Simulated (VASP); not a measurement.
# Tl4Br (Im-3m) in VASP: a series of runs

Tl4Br is run at these levels: PBE; tasks: relaxation of cell and atoms, single point.

Program: VASP 6.6.1. These are calculated values, not measurements. Logs are shortened: lines on timing, memory, paths and dates and some standing lists are left out, and cuts for length are marked.

## 1. The cell of the first run

Symmetry: Im-3m, No. 229, cubic system. The conventional cell has a = 6.093 Å, b = 6.093 Å, c = 6.093 Å, α = 90.00°, β = 90.00°, γ = 90.00°. Within 3.5 Å of Tl (site symmetry -3m) lie 2 Br at 2.64 Å and 6 Tl at 3.05 Å. Within 3.5 Å of Br (site symmetry m-3m) lie 8 Tl at 2.64 Å.

The cell was generated, and may not be a known phase.

## 2. Relaxation of cell and atoms, PBE

The input, INCAR:

```
ALGO = Normal
EDIFF = 1E-6
EDIFFG = -0.04
ENCUT = 600
GGA = PE
IBRION = 2
ISIF = 3
ISMEAR = 0
LASPH = True
LCHARG = False
LREAL = False
LWAVE = False
NELM = 80
NSW = 90
PREC = Accurate
SIGMA = 0.1
```

The input, KPOINTS:

```
k-points
0
Gamma
  4 4 4
```

The input, POSCAR:

```
Tl4Br
1.0
   -3.0466684300      3.0466684300      3.0466684300
    3.0466684300     -3.0466684300      3.0466684300
    3.0466684300      3.0466684300     -3.0466684300
Tl Br
4 1
Direct
    0.5000000000      0.5000000000      0.5000000000
    0.0000000000      0.0000000000      0.5000000000
    0.0000000000      0.5000000000      0.0000000000
    0.5000000000      0.0000000000      0.0000000000
    0.0000000000      0.0000000000      0.0000000000
```

Potentials or basis: VASP PAW PBE potentials, release 64 (Tl_d, Br).

Started as:

```bash
$ cat potpaw_PBE.64/Tl_d/POTCAR potpaw_PBE.64/Br/POTCAR > POTCAR
$ mpirun -np 1 vasp_std > vasp.out
```

OUTCAR:

```text
EDIFF = 1E-6
   EDIFFG = -0.04
   ENCUT = 600
   GGA = PE
   IBRION = 2
   ISIF = 3
   ISMEAR = 0
   LASPH = True
   LREAL = False
   NELM = 80
   NSW = 90
   PREC = Accurate

 ion  position               nearest neighbor table
   1  0.500  0.500  0.500-   5 2.64   5 2.64   4 3.05   2 3.05   4 3.05   3 3.05   2 3.05   3 3.05

   2  0.000  0.000  0.500-   5 2.64   5 2.64   4 3.05   1 3.05   3 3.05   3 3.05   4 3.05   1 3.05

   3  0.000  0.500  0.000-   5 2.64   5 2.64   4 3.05   1 3.05   2 3.05   2 3.05   1 3.05   4 3.05

   4  0.500  0.000  0.000-   5 2.64   5 2.64   3 3.05   1 3.05   1 3.05   2 3.05   2 3.05   3 3.05

   5  0.000  0.000  0.000-   1 2.64   2 2.64   3 2.64   4 2.64   2 2.64   3 2.64   4 2.64   1 2.64

  LATTYP: Found a body centered cubic cell.
 ALAT       =     6.0933368600

  Lattice vectors:

 A1 = (  -3.0466684300,   3.0466684300,   3.0466684300)
 A2 = (   3.0466684300,  -3.0466684300,   3.0466684300)
 A3 = (   3.0466684300,   3.0466684300,  -3.0466684300)

Analysis of symmetry for initial positions (statically):
=====================================================================
 Subroutine PRICEL returns:
 Original cell was already a primitive cell.

 Routine SETGRP: Setting up the symmetry group for a
 body centered cubic supercell.

 Subroutine GETGRP returns: Found 48 space group operations
 (whereof 48 operations were pure point group operations)
 out of a pool of 48 trial point group operations.

The static configuration has the point symmetry O_h .

Analysis of symmetry for dynamics (positions and initial velocities):
=====================================================================
 Subroutine PRICEL returns:
 Original cell was already a primitive cell.

 Routine SETGRP: Setting up the symmetry group for a
 body centered cubic supercell.

 Subroutine GETGRP returns: Found 48 space group operations
 (whereof 48 operations were pure point group operations)
 out of a pool of 48 trial point group operations.

The dynamic configuration has the point symmetry O_h .

 Subroutine INISYM returns: Found 48 space group operations
 (whereof 48 operations are pure point group operations),
 and found     1 'primitive' translations

----------------------------------------------------------------------------------------

                                     Primitive cell

  volume of cell :     113.1190

  direct lattice vectors                    reciprocal lattice vectors
    -3.046668430  3.046668430  3.046668430     0.000000000  0.164113691  0.164113691
     3.046668430 -3.046668430  3.046668430     0.164113691  0.000000000  0.164113691
     3.046668430  3.046668430 -3.046668430     0.164113691  0.164113691  0.000000000

  length of vectors
     5.276984515  5.276984515  5.276984515     0.232091807  0.232091807  0.232091807

  position of ions in fractional coordinates (direct lattice)
     0.500000000  0.500000000  0.500000000
     0.000000000  0.000000000  0.500000000
     0.000000000  0.500000000  0.000000000
     0.500000000  0.000000000  0.000000000
     0.000000000  0.000000000  0.000000000

  ion indices of the primitive-cell ions
   primitive index   ion index
                 1           1
                 2           2
                 3           3
                 4           4
                 5           5

----------------------------------------------------------------------------------------

 KPOINTS: k-points

Automatic generation of k-mesh.
 Grid dimensions read from file:
 generate k-points for:    4    4    4

 Generating k-lattice:

  Cartesian coordinates                     Fractional coordinates (reciprocal lattice)
     0.000000000  0.041028423  0.041028423     0.250000000  0.000000000  0.000000000
     0.041028423  0.000000000  0.041028423     0.000000000  0.250000000  0.000000000
     0.041028423  0.041028423  0.000000000     0.000000000  0.000000000  0.250000000

  Length of vectors
     0.058022952  0.058022952  0.058022952

  Shift w.r.t. Gamma in fractional coordinates (k-lattice)
     0.000000000  0.000000000  0.000000000

 Subroutine IBZKPT returns following result:
 ===========================================

 Found      8 irreducible k-points:

 Following reciprocal coordinates:
            Coordinates               Weight
  0.000000  0.000000  0.000000      1.000000
  0.250000  0.000000  0.000000     12.000000
  0.500000  0.000000  0.000000      6.000000
  0.250000  0.250000  0.000000     24.000000
  0.250000  0.250000  0.250000      2.000000
 -0.250000  0.250000  0.250000      6.000000
  0.500000  0.500000  0.250000     12.000000
  0.500000  0.500000  0.500000      1.000000
   k-points           NKPTS =      8   k-points in BZ     NKDIM =      8   number of bands    NBANDS=     35
   number of dos      NEDOS =    301   number of ions     NIONS =      5
   total plane-waves  NPLWV =  74088
   dimension x,y,z NGX =    42 NGY =   42 NGZ =   42
   dimension x,y,z NGXF=    84 NGYF=   84 NGZF=   84
   ions per type =               4   1
   NGX,Y,Z   is equivalent  to a cutoff of  13.23, 13.23, 13.23 a.u.
   NGXF,Y,Z  is equivalent  to a cutoff of  26.46, 26.46, 26.46 a.u.
 SYSTEM =  unknown system
   PREC   = accura    normal or accurate (medium, high low for compatibility)
   ISTART =      0    job   : 0-new  1-cont  2-samecut
   ICHARG =      2    charge: 1-file 2-atom 10-const
   ISPIN  =      1    spin polarized calculation?
   LNONCOLLINEAR =      F non collinear calculations
   LSORBIT =      F    spin-orbit coupling
   LASPH  =      T    aspherical Exc in radial PAW
   ENCUT  =  600.0 eV  44.10 Ry    6.64 a.u.  10.54 10.54 10.54*2*pi/ulx,y,z
   NELM   =     80;   NELMIN=  2; NELMDL= -5     # of ELM steps
   EDIFF  = 0.1E-05   stopping-criterion for ELM
   LREAL  =      F    real-space projection
   EDIFFG = -.4E-01   stopping-criterion for IOM
   NSW    =     90    number of steps for IOM
   IBRION =      2    ionic relax: 0-MD 1-quasi-New 2-CG
   NFREE  =      1    steps in history (QN), initial steepest desc. (CG)
   ISIF   =      3    stress and relaxation
   ISYM   =      2    0-nonsym 1-usesym 2-fastsym
   POTIM  = 0.5000    time-step for ionic-motion
   TEBEG  =    0.0;   TEEND  =   0.0 temperature during run
   PSTRESS=    0.0 pullay stress
   NELECT =      59.0000    total number of electrons
   NUPDOWN=      -1.0000    fix difference up-down
   EMIN   =  10.00;   EMAX   =-10.00  energy-range for DOS
   EFERMI =   0.00;   METHOD = LEGACY
   ISMEAR =     0;   SIGMA  =   0.10  broadening in eV -4-tet -1-fermi 0-gaus
   EFERMI_NEDOS =   21; number of points for ismear=-14 and -15
   IALGO  =     38    algorithm
   IMIX   =      4    mixing-type and parameters
     AMIX     =   0.40;   BMIX     =  1.00
     AMIX_MAG =   1.60;   BMIX_MAG =  1.00
  volume/ion in A,a.u.               =      22.62       152.67
  Fermi-wavevector in a.u.,A,eV,Ry     =   1.317792  2.490266 23.627560  1.736577
  Thomas-Fermi vector in A             =   2.447808
   LORBIT       =      0    0 simple, 1 ext, 2 COOP (PROOUT), +10 PAW based schemes
   GGA     = PE    functional components
   LHFCALC =     F    Hartree Fock is set to
   AEXX    =    0.0000 exact exchange contribution
   IVDW    =     0    specifies the selected vdW correction
   LEPSILON=     F    determine dielectric tensor
   LRPA    =     F    only Hartree local field effects (RPA)
 conjugate gradient relaxation of ions
 non-spin polarized calculation
 Gauss-broadening in eV      SIGMA  =   0.10
  energy-cutoff  :      600.00
  volume of cell :      113.12
 maximum number of plane-waves:      3805
   NGX = 21   NGY = 21   NGZ = 21

--------------------------------------- Ionic step        1  -------------------------------------------

 number of electron      59.0000010 magnetization

 Free energy of the ion-electron system (eV)
  ---------------------------------------------------
  ext. energy  EPLUGINS =         0.00000000
  ---------------------------------------------------
  free energy    TOTEN  =        -4.70201524 eV

  energy without entropy =       -4.69022445  energy(sigma->0) =       -4.69611985

 E-fermi :   8.5259     XC(G=0): -10.9606

 val. band max:        8.4888912661   @ k =   0.2500   0.0000   0.0000
 cond. band min:       8.6061455933   @ k =   0.5000   0.5000   0.5000
 fundamental gap:      0.1172543272
 Fermi energy:         8.5258836852

 k-point     1 :       0.0000    0.0000    0.0000
  band No.  band energies     occupation
      1     -10.4833      2.00000
      2      -4.1807      2.00000
      3      -4.1807      2.00000
      4      -3.7706      2.00000
      5      -3.7706      2.00000
      6      -3.7706      2.00000
[... 27 lines left out ...]
     34      12.2490      0.00000
     35      12.7803      0.00000
[... 403 lines left out ...]
 POSITION                                       TOTAL-FORCE (eV/Angst)
 -----------------------------------------------------------------------------------
      1.85268      1.85268      1.85268         0.000000      0.000000     -0.000000
      5.55803     -1.85268      1.85268         0.000000      0.000000      0.000000
      1.85268     -1.85268      1.85268        -0.000000     -0.000000     -0.000000
      1.85268     -1.85268      5.55803         0.000000     -0.000000      0.000000
      3.70535      3.70535      3.70535        -0.000000      0.000000     -0.000000
 -----------------------------------------------------------------------------------
    total drift:                               -0.000000     -0.000000      0.000000

  FREE ENERGIE OF THE ION-ELECTRON SYSTEM (eV)
  ---------------------------------------------------
  free  energy   TOTEN  =       -10.8896597995 eV

  energy  without entropy=      -10.8820252503  energy(sigma->0) =      -10.88584252

--------------------------------------- Ionic step        5  -------------------------------------------

 number of electron      59.0000004 magnetization

 Free energy of the ion-electron system (eV)
  ---------------------------------------------------
  ext. energy  EPLUGINS =         0.00000000
  ---------------------------------------------------
  free energy    TOTEN  =       -10.89141545 eV

  energy without entropy =      -10.88396039  energy(sigma->0) =      -10.88768792

 E-fermi :   3.3830     XC(G=0):  -8.2239

 val. band max:        3.2743637410   @ k =   0.2500   0.0000   0.0000
 cond. band min:       3.4550898117   @ k =   0.5000   0.0000   0.0000
 fundamental gap:      0.1807260707
 Fermi energy:         3.3830162573

 k-point     1 :       0.0000    0.0000    0.0000
  band No.  band energies     occupation
      1     -12.8653      2.00000
      2      -8.4930      2.00000
      3      -8.4930      2.00000
      4      -8.3641      2.00000
      5      -8.3641      2.00000
      6      -8.3641      2.00000
[... 27 lines left out ...]
     34       5.3691      0.00000
     35       6.9946      0.00000
[... 277 lines left out ...]
 VOLUME and BASIS-vectors are now :
 -----------------------------------------------------------------------------
  energy-cutoff  :      600.00
  volume of cell :      201.09
      direct lattice vectors                 reciprocal lattice vectors
    -3.690683231  3.690683231  3.690683231     0.000000000  0.135476271  0.135476271
     3.690683231 -3.690683231  3.690683231     0.135476271  0.000000000  0.135476271
     3.690683231  3.690683231 -3.690683231     0.135476271  0.135476271  0.000000000

 POSITION                                       TOTAL-FORCE (eV/Angst)
 -----------------------------------------------------------------------------------
      1.84534      1.84534      1.84534         0.000000      0.000000      0.000000
      1.84534      1.84534     -1.84534         0.000000      0.000000     -0.000000
      1.84534     -1.84534      1.84534        -0.000000      0.000000      0.000000
     -1.84534      1.84534      1.84534        -0.000000     -0.000000     -0.000000
      0.00000      0.00000      0.00000        -0.000000     -0.000000     -0.000000
 -----------------------------------------------------------------------------------
    total drift:                               -0.000000     -0.000000      0.000000

  FREE ENERGIE OF THE ION-ELECTRON SYSTEM (eV)
  ---------------------------------------------------
  free  energy   TOTEN  =       -10.8914154501 eV

  energy  without entropy=      -10.8839603945  energy(sigma->0) =      -10.88768792

 reached required accuracy - stopping structural energy minimisation
```

Run time: 78 s. Hardware: 1 thread of Intel Xeon 6975P-C (Granite Rapids), shared host; peak memory 0.27 GiB.

Results:

- Free energy: -10.8914 eV
- Relaxed volume: 40.22 Å³/atom
- Relaxed cell: a = 6.392 Å, b = 6.392 Å, c = 6.392 Å, α = 109.47°, β = 109.47°, γ = 109.47°
- Space group after relaxing (to 0.1 Å): Im-3m (No. 229)
- Energy gained by relaxing: 1237.9 meV/atom
- Ionic steps: 5
- Pressure after relaxing: 0.0 GPa
- Band gap on the k mesh: zero (an odd number of electrons rules out a gap without spin polarisation)

The path:
```tsv
step	energy change (eV)	largest force (eV/Å)	pressure (GPa)	volume (Å³)
1	0.0000	0.0000	39.92	113.12
2	-5.9835	0.0000	-1.81	232.76
3	-6.1481	0.0000	1.18	189.05
4	-6.1876	0.0000	-0.21	203.49
5	-6.1894	0.0000	-0.01	201.09
```

Final structure:
```
CELL_PARAMETERS angstrom
-3.69068 3.69068 3.69068
3.69068 -3.69068 3.69068
3.69068 3.69068 -3.69068
ATOMIC_POSITIONS crystal
Tl 0.50000 0.50000 0.50000
Tl 0.00000 0.00000 0.50000
Tl 0.00000 0.50000 0.00000
Tl 0.50000 0.00000 0.00000
Br 0.00000 0.00000 0.00000
```

Caveat: the k points lie up to 0.30 Å⁻¹ apart in the final cell, too coarse for converged energies and pressures of a metal; the volume moved by over 15 % at a fixed basis, so the end points are rough; spin-orbit coupling is left out, which moves the levels of the heavy elements; an odd number of electrons without spin polarisation forces a metal; a magnetic or distorted state may lie lower.

(Continued in part 2 of 2.)

The gap in the log of VASP goes by the Fermi energy; the results here count the filled bands.